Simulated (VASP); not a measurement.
# HgTe (Fm-3m) in VASP: a series of runs

The runs below take HgTe through single point, with BLYP+D3(BJ), PBE.

Program: VASP 6.6.1. These are calculated values, not measurements. Logs are shortened: lines on timing, memory, paths and dates and some standing lists are left out, and cuts for length are marked.

**1. The cell of the first run**

It takes space group Fm-3m (No. 225, cubic). The conventional cell has a = 6.075 Å, b = 6.075 Å, c = 6.075 Å, α = 90.00°, β = 90.00°, γ = 90.00°. Hg (site symmetry m-3m) has 6 Te at 3.04 Å within 4.0 Å. Within 4.0 Å of Te (site symmetry m-3m) lie 6 Hg at 3.04 Å.

**2. Single point, BLYP+D3(BJ)**

Input file INCAR:

```
PREC = Accurate ; ENCUT = 520
EDIFF = 1E-7 ; ISMEAR = -1
SIGMA = 0.05 ; LREAL = False
LASPH = True ; NELM = 100
ALGO = Normal ; ISIF = 2
LWAVE = False ; LCHARG = False
GGA = B5 ; ALDAX = 1.0
AGGAX = 1.0 ; AGGAC = 1.0
ALDAC = 0.0 ; IVDW = 12
VDW_S6 = 1.0 ; VDW_S8 = 2.6996
VDW_A1 = 0.4298 ; VDW_A2 = 4.2359
NBANDS = 16
```

Input file KPOINTS:

```
regular mesh
0
Gamma
  7 7 7
```

Input file POSCAR:

```
HgTe
1.0
    0.0000000000      3.0376330309      3.0376330309
    3.0376330309      0.0000000000      3.0376330309
    3.0376330309      3.0376330309      0.0000000000
Hg Te
1 1
Direct
    0.0000000000      0.0000000000      0.0000000000
    0.5000000000      0.5000000000      0.5000000000
```

Potentials or basis: VASP PAW PBE potentials, release 64 (Hg, Te).

Started as:

```sh
cat potpaw_PBE.64/Hg/POTCAR potpaw_PBE.64/Te/POTCAR > POTCAR
mpirun -np 1 vasp_std > vasp.out
```

OUTCAR:

```text
PREC = Accurate
   ENCUT = 520
   EDIFF = 1E-7
   ISMEAR = -1
   LREAL = False
   LASPH = True
   NELM = 100
   ISIF = 2
   GGA = B5
   IVDW = 12
 IVDW          = 12

 ion  position               nearest neighbor table
   1  0.000  0.000  0.000-   2 3.04   2 3.04   2 3.04   2 3.04   2 3.04   2 3.04
   2  0.500  0.500  0.500-   1 3.04   1 3.04   1 3.04   1 3.04   1 3.04   1 3.04

  LATTYP: Found a face centered cubic cell.
 ALAT       =     6.0752660618

  Lattice vectors:

 A1 = (   0.0000000000,   3.0376330309,   3.0376330309)
 A2 = (   3.0376330309,   0.0000000000,   3.0376330309)
 A3 = (   3.0376330309,   3.0376330309,   0.0000000000)

Analysis of symmetry for initial positions (statically):
=====================================================================
 Subroutine PRICEL returns:
 Original cell was already a primitive cell.

 Routine SETGRP: Setting up the symmetry group for a
 face centered cubic supercell.

 Subroutine GETGRP returns: Found 48 space group operations
 (whereof 48 operations were pure point group operations)
 out of a pool of 48 trial point group operations.

The static configuration has the point symmetry O_h .

Analysis of symmetry for dynamics (positions and initial velocities):
=====================================================================
 Subroutine PRICEL returns:
 Original cell was already a primitive cell.

 Routine SETGRP: Setting up the symmetry group for a
 face centered cubic supercell.

 Subroutine GETGRP returns: Found 48 space group operations
 (whereof 48 operations were pure point group operations)
 out of a pool of 48 trial point group operations.

The dynamic configuration has the point symmetry O_h .

 Subroutine INISYM returns: Found 48 space group operations
 (whereof 48 operations are pure point group operations),
 and found     1 'primitive' translations

----------------------------------------------------------------------------------------

                                     Primitive cell

  volume of cell :      56.0578

  direct lattice vectors                    reciprocal lattice vectors
     0.000000000  3.037633031  3.037633031    -0.164601845  0.164601845  0.164601845
     3.037633031  0.000000000  3.037633031     0.164601845 -0.164601845  0.164601845
     3.037633031  3.037633031  0.000000000     0.164601845  0.164601845 -0.164601845

  length of vectors
     4.295861830  4.295861830  4.295861830     0.285098758  0.285098758  0.285098758

[... 74 lines left out ...]
   NELM   =    100;   NELMIN=  2; NELMDL= -5     # of ELM steps
   EDIFF  = 0.1E-06   stopping-criterion for ELM
   LREAL  =      F    real-space projection
   EDIFFG = 0.1E-05   stopping-criterion for IOM
   NSW    =      0    number of steps for IOM
   IBRION =     -1    ionic relax: 0-MD 1-quasi-New 2-CG
   NFREE  =      0    steps in history (QN), initial steepest desc. (CG)
   ISIF   =      2    stress and relaxation
   ISYM   =      2    0-nonsym 1-usesym 2-fastsym
   POTIM  = 0.5000    time-step for ionic-motion
   TEBEG  =    0.0;   TEEND  =   0.0 temperature during run
   PSTRESS=    0.0 pullay stress
   NELECT =      18.0000    total number of electrons
   NUPDOWN=      -1.0000    fix difference up-down
   EMIN   =  10.00;   EMAX   =-10.00  energy-range for DOS
   EFERMI =   0.00;   METHOD = LEGACY
   ISMEAR =    -1;   SIGMA  =   0.05  broadening in eV -4-tet -1-fermi 0-gaus
   EFERMI_NEDOS =   21; number of points for ismear=-14 and -15
   IALGO  =     38    algorithm
   IMIX   =      4    mixing-type and parameters
     AMIX     =   0.40;   BMIX     =  1.00
     AMIX_MAG =   1.60;   BMIX_MAG =  1.00
  volume/ion in A,a.u.               =      28.03       189.15
  Fermi-wavevector in a.u.,A,eV,Ry     =   1.121038  2.118455 17.098800  1.256726
  Thomas-Fermi vector in A             =   2.257689
   LORBIT       =      0    0 simple, 1 ext, 2 COOP (PROOUT), +10 PAW based schemes
   GGA     = B5    functional components
   LHFCALC =     F    Hartree Fock is set to
   AEXX    =    0.0000 exact exchange contribution
   IVDW    =    12    specifies the selected vdW correction
   LEPSILON=     F    determine dielectric tensor
   LRPA    =     F    only Hartree local field effects (RPA)
 non-spin polarized calculation
  energy-cutoff  :      520.00
  volume of cell :       56.06
 maximum number of plane-waves:      1525
   NGX = 15   NGY = 15   NGZ = 15

 number of electron      18.0000003 magnetization

 Free energy of the ion-electron system (eV)
  ---------------------------------------------------
  ext. energy  EPLUGINS =         0.00000000
  ---------------------------------------------------
  free energy    TOTEN  =        -2.12586868 eV

  energy without entropy =       -2.11985156  energy(sigma->0) =       -2.12286012

 E-fermi :   5.0514     XC(G=0):  -9.3131

 val. band max:        5.0165047529   @ k =  -0.1429   0.1429   0.0000
 cond. band min:       5.1482948204   @ k =   0.2857   0.2857   0.0000
 fundamental gap:      0.1317900675
 Fermi energy:         5.0514408509

 k-point     1 :       0.0000    0.0000    0.0000
  band No.  band energies     occupation
      1      -7.1159      2.00000
      2      -1.7928      2.00000
      3      -1.7928      2.00000
      4      -1.7300      2.00000
      5      -1.7300      2.00000
      6      -1.7300      2.00000
[... 357 lines left out ...]
      3      -1.7973      2.00000
      4      -1.7044      2.00000
      5      -1.5041      2.00000
      6      -1.1487      2.00000
[... 8 lines left out ...]
     15      15.6587      0.00000
     16      17.8752      0.00000

------------------------ aborting loop because EDIFF is reached ----------------------------------------

 Edisp (eV)   -2.09040

 E8    (eV) :    -1.5731

  FORCE on cell =-STRESS in cart. coord.  units (eV):
  Direction    XX          YY          ZZ          XY          YZ          ZX
  --------------------------------------------------------------------------------------
  -------------------------------------------------------------------------------------
  Total       0.13170     0.13170     0.13170    -0.00000     0.00000     0.00000
  in kB       3.76412     3.76412     3.76412    -0.00000     0.00000     0.00000
  external pressure =        3.76 kB  Pullay stress =        0.00 kB

 VOLUME and BASIS-vectors are now :
 -----------------------------------------------------------------------------
  energy-cutoff  :      520.00
  volume of cell :       56.06
      direct lattice vectors                 reciprocal lattice vectors
     0.000000000  3.037633031  3.037633031    -0.164601845  0.164601845  0.164601845
     3.037633031  0.000000000  3.037633031     0.164601845 -0.164601845  0.164601845
     3.037633031  3.037633031  0.000000000     0.164601845  0.164601845 -0.164601845

 POSITION                                       TOTAL-FORCE (eV/Angst)
 -----------------------------------------------------------------------------------
      0.00000      0.00000      0.00000         0.000000      0.000000      0.000000
      3.03763      3.03763      3.03763         0.000000      0.000000      0.000000
 -----------------------------------------------------------------------------------
    total drift:                                0.000000     -0.000000     -0.000000

  FREE ENERGIE OF THE ION-ELECTRON SYSTEM (eV)
  ---------------------------------------------------
  free  energy   TOTEN  =        -4.2162731775 eV

  energy  without entropy=       -4.2102560574  energy(sigma->0) =       -4.21326462
```

stdout:

```text
POSCAR found type information on POSCAR HgTe
 POSCAR found :  2 types and       2 ions
 scaLAPACK will be used
 -----------------------------------------------------------------------------
|                                                                             |
|                                                                             |
|     You enforced a specific xc type in the INCAR file but a different       |
|     I HOPE YOU KNOW WHAT YOU ARE DOING!                                     |
|                                                                             |
 -----------------------------------------------------------------------------

 LDA part: xc-table for (Slater(with rela. corr.)+VWN5), standard interpolation
 POSCAR, INCAR and KPOINTS ok, starting setup
 FFT: planning ... GRIDC
 FFT: planning ... GRID_SOFT
 FFT: planning ... GRID
 WAVECAR not read
 entering main loop
```

Run time: 14 s. Hardware: 1 thread of Intel Xeon 6975P-C (Granite Rapids), shared host; peak memory 0.19 GiB.

Results:

* Free energy: -4.2163 eV
* Pressure: 0.4 GPa
* Band gap on the k mesh: zero (band 9 reaches 5.27 eV, above the bottom of band 10 at 2.80 eV)
* Dispersion energy per atom: -1.045 eV

Caveat: the PAW data sets were made with another functional, which shifts forces and pressure a little; spin-orbit coupling is left out, which moves the levels of the heavy elements; pairwise dispersion overbinds metals, which lowers pressure and volume.

**3. Single point, PBE**

This run uses another cell than the first one, of 32.16 Å³/atom, 1.147 times its volume.

Input file INCAR:

```
SYSTEM = HgTe
PREC = Accurate
ENCUT = 520
EDIFF = 1E-6
ISMEAR = 0
SIGMA = 0.026000000000000002
LREAL = .False.
LASPH = .True.
NELM = 80
ALGO = Normal
ISIF = 2
LWAVE = .False.
LCHARG = .False.
GGA = PE
NBANDS = 16
```

Input file KPOINTS:

```
Automatic mesh
0
Gamma
  7 7 7
  0 0 0
```

Input file POSCAR:

```
HgTe
1.0
    0.0000000000      3.1800000000      3.1800000000
    3.1800000000      0.0000000000      3.1800000000
    3.1800000000      3.1800000000      0.0000000000
Hg Te
1 1
Direct
    0.0000000000      0.0000000000      0.0000000000
    0.5000000000      0.5000000000      0.5000000000
```

Potentials or basis: VASP PAW PBE potentials, release 64 (Hg, Te).

Started as:

```sh
cat potpaw_PBE.64/Hg/POTCAR potpaw_PBE.64/Te/POTCAR > POTCAR
mpirun -np 1 vasp_std > vasp.out
```

Wall time 11 s (1 thread of Intel Xeon 6975P-C (Granite Rapids), shared host); peak memory 0.2 GiB.

Results (log left out):

| Quantity | Value |
| --- | --- |
| Free energy | -3.2793 eV |
| Pressure | -3.7 GPa |
| Band gap on the k mesh | zero (band 9 reaches 3.25 eV, above the bottom of band 10 at 1.34 eV) |

Levels at points of the mesh, in eV from the Fermi level:
| k point | band 5 | band 6 | band 7 | band 8 | band 9 | band 10 | band 11 | band 12 | band 13 | band 14 |
| --- | --- | --- | --- | --- | --- | --- | --- | --- | --- | --- |
| (0.00, 0.00, 0.00) | -6.25 | -6.25 | -1.41 | -0.56 | -0.56 | -0.56 | 7.45 | 7.45 | 7.45 | 7.55 |

Caveat: spin-orbit coupling is left out, which moves the levels of the heavy elements.

**4. Single point, PBE**

This run uses another cell than the first one, of 32.16 Å³/atom, 1.147 times its volume.

Input file INCAR:

```
PREC = Accurate
ENCUT = 520
EDIFF = 1E-7
ISMEAR = 0
SIGMA = 0.027000000000000003
LREAL = False
LASPH = True
NELM = 80
ALGO = Normal
ISIF = 2
LWAVE = False
LCHARG = True
GGA = PE
LELF = True
LVHAR = True
NBANDS = 16
```

Input file KPOINTS:

```
regular mesh
0
Gamma
  7 7 7
```

POSCAR is that of step 3.

Started as:

```sh
cat potpaw_PBE.64/Hg/POTCAR potpaw_PBE.64/Te/POTCAR > POTCAR
mpirun -np 1 vasp_std > vasp.out
```

It took 11 s on 1 thread of Intel Xeon 6975P-C (Granite Rapids), shared host; peak memory 0.2 GiB.

It converged, with:

```
Free energy            : -3.2793 eV
Pressure               : -3.7 GPa
Band gap on the k mesh : zero (band 9 reaches 3.25 eV, above the bottom of band 10 at 1.34 eV)
```

Levels at points of the mesh, in eV from the Fermi level:
```csv
k point,band 5,band 6,band 7,band 8,band 9,band 10,band 11,band 12,band 13,band 14
"(0.00, 0.00, 0.00)",-6.25,-6.25,-1.41,-0.56,-0.56,-0.56,7.45,7.45,7.45,7.55
```

Caveat: spin-orbit coupling is left out, which moves the levels of the heavy elements.

**5. Overview**

```tsv
level	cell	smearing	gap on the mesh (eV)	pressure (GPa)
BLYP+D3(BJ)	a = 4.296 Å, angles 60.0°, 2 atoms	fermi-dirac 0.05 eV	none	0.4
PBE	a = 4.497 Å, angles 60.0°, 2 atoms	gaussian 0.026 eV	none	-3.7
PBE	a = 4.497 Å, angles 60.0°, 2 atoms	gaussian 0.027 eV	none	-3.7
```

Alike in all rows: task single point; potentials or basis VASP PAW PBE potentials, release 64 (Hg, Te); no spin polarisation; k mesh 7 × 7 × 7; cutoff (eV) 520.

Caveats: spin-orbit coupling is left out, which moves the levels of the heavy elements; the PAW data sets were made with another functional, which shifts forces and pressure a little (some runs); pairwise dispersion overbinds metals, which lowers pressure and volume (some runs).

Total energies depend on the potentials used, so only differences within one code and one set of settings carry meaning.
